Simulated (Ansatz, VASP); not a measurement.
**One calculation of CdSe, two programs**

```
Cd Se
1.0
     0.00000    3.00760    3.00760
     3.00760    0.00000    3.00760
     3.00760    3.00760    0.00000
Cd Se
1 1
Direct
  0.00000 0.00000 0.00000
  0.25000 0.25000 0.25000
```

Change from the starting cell: volume scaled by 0.94, crystal datasets.

Alike in both runs: task electric field gradients; functional LDA; k mesh 8 × 8 × 8; occupations fermi-dirac, width 0.03 eV; no spin polarisation.

|  | VASP | Ansatz |
| --- | --- | --- |
| version | VASP 6.6.1 | Ansatz 0.2.0 |
| potentials or method | VASP PAW LDA potentials, release 64 (Cd, Se), cutoff 520 eV | all-electron PAW with datasets made for the crystal, scalar-relativistic |

|  | VASP | Ansatz | Ansatz less VASP |
| --- | --- | --- | --- |
| pressure (GPa) | 0.3 | -0.2 | -0.47 |

LDA's correlation is that of Perdew and Zunger in VASP and of Perdew and Wang (1992) in Ansatz. Ansatz ran all-electron here, and VASP with PAW potentials.
